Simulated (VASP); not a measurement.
# Zn8O6F (a cell with a defect) in VASP: notebook

Runs on Zn8O6F (a cell with a defect). Level: PBE+D3(BJ). Tasks: single point.

All numbers are computed with VASP 6.6.1; they aren't measurements. Logs are shortened: lines on timing, memory, paths and dates and some standing lists are left out, and cuts for length are marked.

## 1. The cell of the first run

The cell holds a defect, 15 atoms: a = 6.475 Å, b = 5.607 Å, c = 5.222 Å, α = 90.00°, β = 90.00°, γ = 90.00°.

## 2. Single point, PBE+D3(BJ)

Contents of INCAR:

```
ALGO = Normal ; EDIFF = 1E-6
ENCUT = 520 ; GGA = PE
ISIF = 2 ; ISMEAR = -1
IVDW = 12 ; LASPH = T
LCHARG = F ; LREAL = Auto
LWAVE = F ; NBANDS = 82
NELECT = 140.0 ; NELM = 60
PREC = Accurate ; SIGMA = 0.05
```

Contents of KPOINTS:

```
k-points
0
Gamma
  2 2 2
```

Contents of POSCAR:

```
Zn8O6F
1.0
   -3.2373510000     -5.6072560000      0.0000000000
    4.8560270000     -2.8036280000      0.0000000000
    0.0000000000      0.0000000000      5.2220610000
Zn O F
8 6 1
Direct
    0.5190013264      0.6083324993      0.5084165933
    0.5011844470      0.3259837516      0.0655923524
    0.2656487551      0.1652773486      0.3830741879
    0.2663404215      0.8376598303      0.0141660640
   -0.0024697763      0.6760746515      0.5110350700
    0.0007557886      0.3386540069      0.0039315381
    0.7097705571      0.2060691033      0.5054200311
    0.7503246437      0.8402409645      0.0207666398
    0.5086653129      0.6508974130      0.8995735288
    0.2676506616      0.7953723144      0.4010401171
    0.0061455931      0.6770160273      0.8957394013
   -0.0152053435      0.3404772764      0.3831149722
    0.7451798412      0.1732804331      0.8926389482
    0.7456611587      0.8555891714      0.4037633748
    0.2150155130      0.1550023083      0.7706685809
```

Potentials or basis: VASP PAW PBE potentials, release 64 (Zn, O, F).

Launch:

```
cat potpaw_PBE.64/Zn/POTCAR potpaw_PBE.64/O/POTCAR potpaw_PBE.64/F/POTCAR > POTCAR
mpirun -np 1 vasp_std > vasp.out
```

OUTCAR:

```text
EDIFF = 1E-6
   ENCUT = 520
   GGA = PE
   ISIF = 2
   ISMEAR = -1
   IVDW = 12
   LASPH = T
   LREAL = Auto
   NELECT = 140.0
   NELM = 60
   PREC = Accurate
 IVDW          = 12

 ion  position               nearest neighbor table
   1  0.519  0.608  0.508-  10 2.02   9 2.06  14 2.09   7 2.57   2 2.80
   2  0.501  0.326  0.066-  13 2.01   9 2.02   3 2.43   7 2.75   1 2.80
   3  0.266  0.165  0.383-  15 2.05  12 2.07  10 2.08   2 2.43   4 2.66   6 2.79   7 2.95
   4  0.266  0.838  0.014-   9 1.98  11 2.01  10 2.03  15 2.21   3 2.66
   5  0.998  0.676  0.511-  10 1.96  14 2.00  12 2.00  11 2.01
   6  0.001  0.339  0.004-  11 1.98  12 1.98  13 1.98  15 2.11   3 2.79
   7  0.710  0.206  0.505-  12 2.04  13 2.04  14 2.05   1 2.57   2 2.75   3 2.95
   8  0.750  0.840  0.021-  13 1.98   9 1.99  11 2.00  14 2.00
   9  0.509  0.651  0.900-   4 1.98   8 1.99   2 2.02   1 2.06
  10  0.268  0.795  0.401-   5 1.96   1 2.02   4 2.03   3 2.08
  11  0.006  0.677  0.896-   6 1.98   8 2.00   4 2.01   5 2.01
  12  0.985  0.340  0.383-   6 1.98   5 2.00   7 2.04   3 2.07
  13  0.745  0.173  0.893-   6 1.98   8 1.98   2 2.01   7 2.04
  14  0.746  0.856  0.404-   5 2.00   8 2.00   7 2.05   1 2.09
  15  0.215  0.155  0.771-   3 2.05   6 2.11   4 2.21

  LATTYP: Found a simple orthorhombic cell.
 ALAT       =     5.2220610000
 B/A-ratio  =     1.0737631643
 C/A-ratio  =     1.2398747624

  Lattice vectors:

 A1 = (   0.0000000000,   0.0000000000,  -5.2220610000)
 A2 = (   4.8560270000,  -2.8036280000,   0.0000000000)
 A3 = (  -3.2373510000,  -5.6072560000,   0.0000000000)

Analysis of symmetry for initial positions (statically):
=====================================================================
 Subroutine PRICEL returns:
 Original cell was already a primitive cell.

 Routine SETGRP: Setting up the symmetry group for a
 simple orthorhombic supercell.

 Subroutine GETGRP returns: Found  1 space group operations
 (whereof  1 operations were pure point group operations)
 out of a pool of  8 trial point group operations.

The static configuration has the point symmetry C_1 .

Analysis of symmetry for dynamics (positions and initial velocities):
=====================================================================
 Subroutine PRICEL returns:
 Original cell was already a primitive cell.

 Routine SETGRP: Setting up the symmetry group for a
 simple orthorhombic supercell.

 Subroutine GETGRP returns: Found  1 space group operations
 (whereof  1 operations were pure point group operations)
 out of a pool of  8 trial point group operations.

The dynamic configuration has the point symmetry C_1 .

 Subroutine INISYM returns: Found  1 space group operations
 (whereof  1 operations are pure point group operations),
 and found     1 'primitive' translations

----------------------------------------------------------------------------------------

                                     Primitive cell

  volume of cell :     189.5886

  direct lattice vectors                    reciprocal lattice vectors
    -3.237351000 -5.607256000  0.000000000    -0.077223625 -0.133755266  0.000000000
     4.856027000 -2.803628000  0.000000000     0.154447251 -0.089170168  0.000000000
     0.000000000  0.000000000  5.222061000     0.000000000  0.000000000  0.191495274

  length of vectors
     6.474701642  5.607256743  5.222061000     0.154447271  0.178340327  0.191495274

  position of ions in fractional coordinates (direct lattice)
     0.519001326  0.608332499  0.508416593
     0.501184447  0.325983752  0.065592352
     0.265648755  0.165277349  0.383074188
     0.266340421  0.837659830  0.014166064
     0.997530224  0.676074652  0.511035070
     0.000755789  0.338654007  0.003931538
     0.709770557  0.206069103  0.505420031
     0.750324644  0.840240964  0.020766640
     0.508665313  0.650897413  0.899573529
     0.267650662  0.795372314  0.401040117
     0.006145593  0.677016027  0.895739401
     0.984794657  0.340477276  0.383114972
     0.745179841  0.173280433  0.892638948
     0.745661159  0.855589171  0.403763375
     0.215015513  0.155002308  0.770668581

  ion indices of the primitive-cell ions
   primitive index   ion index
                 1           1
                 2           2
                 3           3
                 4           4
                 5           5
                 6           6
                 7           7
                 8           8
                 9           9
                10          10
                11          11
                12          12
                13          13
                14          14
                15          15

----------------------------------------------------------------------------------------

 KPOINTS: k-points

Automatic generation of k-mesh.
 Grid dimensions read from file:
 generate k-points for:    2    2    2

 Generating k-lattice:

  Cartesian coordinates                     Fractional coordinates (reciprocal lattice)
    -0.038611813 -0.066877633  0.000000000     0.500000000  0.000000000  0.000000000
     0.077223625 -0.044585084  0.000000000     0.000000000  0.500000000  0.000000000
     0.000000000  0.000000000  0.095747637     0.000000000  0.000000000  0.500000000

  Length of vectors
     0.077223636  0.089170163  0.095747637

  Shift w.r.t. Gamma in fractional coordinates (k-lattice)
     0.000000000  0.000000000  0.000000000

 Subroutine IBZKPT returns following result:
 ===========================================

 Found      8 irreducible k-points:

 Following reciprocal coordinates:
            Coordinates               Weight
  0.000000  0.000000  0.000000      1.000000
  0.500000  0.000000  0.000000      1.000000
 -0.000000  0.500000  0.000000      1.000000
  0.500000  0.500000  0.000000      1.000000
  0.000000  0.000000  0.500000      1.000000
  0.500000  0.000000  0.500000      1.000000
 -0.000000  0.500000  0.500000      1.000000
  0.500000  0.500000  0.500000      1.000000
   k-points           NKPTS =      8   k-points in BZ     NKDIM =      8   number of bands    NBANDS=     82
   number of dos      NEDOS =    301   number of ions     NIONS =     15
   total plane-waves  NPLWV =  80640
   dimension x,y,z NGX =    48 NGY =   42 NGZ =   40
   dimension x,y,z NGXF=    96 NGYF=   84 NGZF=   80
   ions per type =               8   6   1
   NGX,Y,Z   is equivalent  to a cutoff of  12.32, 12.45, 12.73 a.u.
   NGXF,Y,Z  is equivalent  to a cutoff of  24.65, 24.90, 25.47 a.u.
 SYSTEM =  unknown system
   PREC   = accura    normal or accurate (medium, high low for compatibility)
   ISTART =      0    job   : 0-new  1-cont  2-samecut
   ICHARG =      2    charge: 1-file 2-atom 10-const
   ISPIN  =      1    spin polarized calculation?
   LNONCOLLINEAR =      F non collinear calculations
   LSORBIT =      F    spin-orbit coupling
   LASPH  =      T    aspherical Exc in radial PAW
   ENCUT  =  520.0 eV  38.22 Ry    6.18 a.u.  12.04 10.43  9.71*2*pi/ulx,y,z
   NELM   =     60;   NELMIN=  2; NELMDL= -5     # of ELM steps
   EDIFF  = 0.1E-05   stopping-criterion for ELM
   LREAL  =      T    real-space projection
   EDIFFG = 0.1E-04   stopping-criterion for IOM
   NSW    =      0    number of steps for IOM
   IBRION =     -1    ionic relax: 0-MD 1-quasi-New 2-CG
   NFREE  =      0    steps in history (QN), initial steepest desc. (CG)
   ISIF   =      2    stress and relaxation
   ISYM   =      2    0-nonsym 1-usesym 2-fastsym
   POTIM  = 0.5000    time-step for ionic-motion
   TEBEG  =    0.0;   TEEND  =   0.0 temperature during run
   PSTRESS=    0.0 pullay stress
   NELECT =     140.0000    total number of electrons
   NUPDOWN=      -1.0000    fix difference up-down
   EMIN   =  10.00;   EMAX   =-10.00  energy-range for DOS
   EFERMI =   0.00;   METHOD = LEGACY
   ISMEAR =    -1;   SIGMA  =   0.05  broadening in eV -4-tet -1-fermi 0-gaus
   EFERMI_NEDOS =   21; number of points for ismear=-14 and -15
   IALGO  =     38    algorithm
   IMIX   =      4    mixing-type and parameters
     AMIX     =   0.40;   BMIX     =  1.00
     AMIX_MAG =   1.60;   BMIX_MAG =  1.00
  volume/ion in A,a.u.               =      12.64        85.29
  Fermi-wavevector in a.u.,A,eV,Ry     =   1.479722  2.796269 29.791006  2.189577
  Thomas-Fermi vector in A             =   2.593845
   LORBIT       =      0    0 simple, 1 ext, 2 COOP (PROOUT), +10 PAW based schemes
   GGA     = PE    functional components
   LHFCALC =     F    Hartree Fock is set to
   AEXX    =    0.0000 exact exchange contribution
   IVDW    =    12    specifies the selected vdW correction
   LEPSILON=     F    determine dielectric tensor
   LRPA    =     F    only Hartree local field effects (RPA)
 non-spin polarized calculation
  energy-cutoff  :      520.00
  volume of cell :      189.59
 maximum number of plane-waves:      5140
   NGX = 25   NGY = 21   NGZ = 19

 number of electron     140.0000005 magnetization

 Free energy of the ion-electron system (eV)
  ---------------------------------------------------
  ext. energy  EPLUGINS =         0.00000000
  ---------------------------------------------------
  free energy    TOTEN  =       -56.44330455 eV

  energy without entropy =      -56.44257630  energy(sigma->0) =      -56.44294043

 E-fermi :   3.4001     XC(G=0): -10.8925

 val. band max:        3.1293592041   @ k =   0.0000   0.0000   0.0000
 cond. band min:       3.6749859897   @ k =   0.0000   0.0000   0.0000
 fundamental gap:      0.5456267856
 Fermi energy:         3.4001443004

 k-point     1 :       0.0000    0.0000    0.0000
  band No.  band energies     occupation
      1     -21.8082      2.00000
      2     -16.7990      2.00000
      3     -16.3250      2.00000
      4     -16.2765      2.00000
      5     -16.1158      2.00000
      6     -15.9410      2.00000
[... 74 lines left out ...]
     81       9.2802      0.00000
     82       9.3618      0.00000

 k-point     2 :       0.5000    0.0000    0.0000
  band No.  band energies     occupation
      1     -21.8079      2.00000
      2     -16.7028      2.00000
      3     -16.4938      2.00000
      4     -16.2280      2.00000
      5     -16.0624      2.00000
      6     -15.9935      2.00000
[... 74 lines left out ...]
     81       9.4755      0.00000
     82       9.6695      0.00000
[... 423 lines left out ...]
     81       9.7892      0.00000
     82       9.8341      0.00000

 k-point     8 :       0.5000    0.5000    0.5000
  band No.  band energies     occupation
      1     -21.8022      2.00000
      2     -16.4413      2.00000
      3     -16.3865      2.00000
      4     -16.3281      2.00000
      5     -16.1074      2.00000
      6     -16.0705      2.00000
[... 74 lines left out ...]
     81       9.5442      0.00000
     82       9.6862      0.00000

------------------------ aborting loop because EDIFF is reached ----------------------------------------

 Edisp (eV)   -3.34200

 E8    (eV) :    -1.2760

  FORCE on cell =-STRESS in cart. coord.  units (eV):
  Direction    XX          YY          ZZ          XY          YZ          ZX
  --------------------------------------------------------------------------------------
  -------------------------------------------------------------------------------------
  Total       3.68630     6.03323     9.60582     0.27735    -0.59789    -0.42280
  in kB      31.15221    50.98571    81.17698     2.34382    -5.05268    -3.57298
  external pressure =       54.44 kB  Pullay stress =        0.00 kB

 VOLUME and BASIS-vectors are now :
 -----------------------------------------------------------------------------
  energy-cutoff  :      520.00
  volume of cell :      189.59
      direct lattice vectors                 reciprocal lattice vectors
    -3.237351000 -5.607256000  0.000000000    -0.077223625 -0.133755266  0.000000000
     4.856027000 -2.803628000  0.000000000     0.154447251 -0.089170168  0.000000000
     0.000000000  0.000000000  5.222061000     0.000000000  0.000000000  0.191495274

 POSITION                                       TOTAL-FORCE (eV/Angst)
 -----------------------------------------------------------------------------------
      1.27389     -4.61571      2.65498        -0.030986      0.012526     -0.008034
     -0.03952     -3.72421      0.34253        -0.000396      0.055194      0.038529
     -0.05741     -1.95294      2.00044         0.000388     -0.032387     -0.033507
      3.20546     -3.84193      0.07398         0.043002     -0.015269     -0.007203
      0.05368     -7.48887      2.66866         0.003140      0.001318      0.007249
      1.64207     -0.95370      0.02053        -0.026762     -0.023492     -0.006220
     -1.29710     -4.55761      2.63933         0.026232      0.012864     -0.009815
      1.65117     -6.56299      0.10844        -0.010990     -0.008780     -0.001365
      1.51405     -4.67709      4.69763        -0.036514      0.010622     -0.017897
      2.99587     -3.73071      2.09426         0.008962     -0.027090      0.005705
      3.26771     -1.93256      4.67761         0.003794     -0.006289     -0.008857
     -1.53476     -6.47657      2.00065        -0.015847      0.000558      0.020844
     -1.57095     -4.66423      4.66142         0.008559      0.022513     -0.010261
      1.74080     -6.57987      2.10848         0.030207      0.021737      0.017121
      0.05661     -1.64022      4.02448        -0.002789     -0.024023      0.013710
 -----------------------------------------------------------------------------------
    total drift:                                0.003547      0.001471      0.009890

  FREE ENERGIE OF THE ION-ELECTRON SYSTEM (eV)
  ---------------------------------------------------
  free  energy   TOTEN  =       -59.7853050383 eV

  energy  without entropy=      -59.7845767917  energy(sigma->0) =      -59.78494091
```

Run time: 3.5 min. Hardware: 1 thread of AMD EPYC 7R43 (Zen 3), shared host; peak memory 0.28 GiB.

What came out:

```
Free energy                : -59.7853 eV
Largest force              : 0.067 eV/Å
Dispersion energy per atom : -0.223 eV
```

Forces in eV/Å, atoms in the order of the input:
```
Zn  -0.031  0.013 -0.008
Zn   0.000  0.055  0.039
Zn   0.000 -0.032 -0.034
Zn   0.043 -0.015 -0.007
Zn   0.003  0.001  0.007
Zn  -0.027 -0.023 -0.006
Zn   0.026  0.013 -0.010
Zn  -0.011 -0.009 -0.001
O   -0.037  0.011 -0.018
O    0.009 -0.027  0.006
O    0.004 -0.006 -0.009
O   -0.016  0.001  0.021
O    0.009  0.023 -0.010
O    0.030  0.022  0.017
F   -0.003 -0.024  0.014
```

Levels at points of the mesh, in eV from the Fermi level:
```csv
k point,band 67,band 68,band 69,band 70,band 71,band 72,band 73,band 74
"(0.00, 0.00, 0.00)",-3.18,-2.95,-2.86,-0.27,0.27,2.10,2.28,2.66
"(0.50, 0.00, 0.00)",-3.07,-3.00,-2.53,-1.65,1.02,1.75,2.37,2.63
"(0.00, 0.50, 0.00)",-3.03,-2.92,-2.69,-0.93,0.47,1.59,2.28,2.67
"(0.50, 0.50, 0.00)",-3.21,-3.08,-2.48,-1.12,0.41,1.38,2.07,3.09
"(0.00, 0.00, 0.50)",-3.31,-3.21,-3.04,-0.98,1.22,1.50,2.07,2.59
"(0.50, 0.00, 0.50)",-3.46,-3.27,-2.74,-1.11,0.57,1.34,2.19,2.76
"(0.00, 0.50, 0.50)",-3.48,-3.28,-2.81,-0.79,0.85,1.18,2.06,2.41
"(0.50, 0.50, 0.50)",-3.64,-3.50,-2.69,-0.92,1.01,1.31,1.48,2.52
```

Caveat: the k points lie up to 0.60 Å⁻¹ apart; the cell carries a net charge on a neutralising background, which shifts energy and pressure; the cell is charged against a uniform background, so pressure and absolute levels hang on convention.

## 3. Single point, PBE+D3(BJ)

Contents of INCAR:

```
SYSTEM = Zn8O6F
PREC = Accurate
ENCUT = 520
EDIFF = 1E-6
ISMEAR = -1
SIGMA = 0.05
LREAL = Auto
LASPH = .TRUE.
NELM = 80
ALGO = Normal
ISIF = 2
LWAVE = .FALSE.
LCHARG = .FALSE.
GGA = PE
IVDW = 12
NELECT = 140.0
NBANDS = 82
```

Contents of KPOINTS:

```
regular mesh
0
G
  2 2 2
  0 0 0
```

Contents of POSCAR:

```
Zn8O6F
1.0
   -3.2373510000     -5.6072560000      0.0000000000
    4.8560270000     -2.8036280000      0.0000000000
    0.0000000000      0.0000000000      5.2220610000
Zn O F
8 6 1
Direct
    0.4826723228      0.6614952664      0.5139338196
    0.4825958942      0.3321834356     -0.1160859829
    0.2480568510      0.1729416119      0.5657582848
    0.2306316205      0.8900268224      0.0084418533
   -0.0015156272      0.6588512628      0.5210473388
    0.0385021155      0.2923147805      0.0061909478
    0.7480211696      0.1601597440      0.5045094208
    0.7513595419      0.8219332928      0.0109995030
    0.4813975491      0.7018607742      0.9004530048
    0.2402645835      0.8481775366      0.3995880617
    0.0037897938      0.6427554610      0.9039779777
    0.0039096167      0.3255974704      0.3935279000
    0.7635046711      0.1578057908      0.8837683019
    0.7429050395      0.8222197423      0.3954761370
    0.5339057280      0.3450101382      1.2711755416
```

Potentials or basis: VASP PAW PBE potentials, release 64 (Zn, O, F).

Launch:

```
cat potpaw_PBE.64/Zn/POTCAR potpaw_PBE.64/O/POTCAR potpaw_PBE.64/F/POTCAR > POTCAR
mpirun -np 1 vasp_std > vasp.out
```

It took 3.4 min on 1 thread of AMD EPYC 7R43 (Zen 3), shared host; peak memory 0.28 GiB.

Results (log left out):

| Quantity | Value |
| --- | --- |
| Free energy | -59.7853 eV |
| Largest force | 0.052 eV/Å |
| Dispersion energy per atom | -0.223 eV |

Forces on the atoms (eV/Å):
```
Zn  -0.045  0.017 -0.004
Zn   0.008  0.027 -0.036
Zn  -0.004 -0.043  0.029
Zn   0.044  0.000 -0.009
Zn   0.003  0.000 -0.004
Zn  -0.037 -0.020 -0.013
Zn   0.036  0.014 -0.011
Zn  -0.012 -0.006  0.000
O    0.011  0.007  0.014
O    0.023 -0.004 -0.015
O   -0.010 -0.008  0.020
O   -0.002 -0.005 -0.019
O    0.004 -0.015  0.021
O   -0.013  0.017  0.000
F   -0.005  0.019  0.027
```

Levels at points of the mesh, in eV from the Fermi level:
```csv
k point,band 67,band 68,band 69,band 70,band 71,band 72,band 73,band 74
"(0.00, 0.00, 0.00)",-3.19,-2.96,-2.86,-0.27,0.28,2.10,2.28,2.65
"(0.50, 0.00, 0.00)",-3.08,-3.01,-2.53,-1.65,1.02,1.75,2.37,2.63
"(0.00, 0.50, 0.00)",-3.04,-2.92,-2.69,-0.92,0.47,1.59,2.28,2.66
"(0.50, 0.50, 0.00)",-3.21,-3.09,-2.48,-1.10,0.41,1.38,2.07,3.08
"(0.00, 0.00, 0.50)",-3.32,-3.22,-3.04,-0.98,1.23,1.51,2.07,2.58
"(0.50, 0.00, 0.50)",-3.46,-3.28,-2.75,-1.11,0.57,1.34,2.20,2.77
"(0.00, 0.50, 0.50)",-3.48,-3.28,-2.81,-0.79,0.85,1.19,2.06,2.41
"(0.50, 0.50, 0.50)",-3.64,-3.51,-2.69,-0.91,1.01,1.31,1.49,2.52
```

Caveat: the k points lie up to 0.60 Å⁻¹ apart; the cell carries a net charge on a neutralising background, which shifts energy and pressure; the cell is charged against a uniform background, so pressure and absolute levels hang on convention.
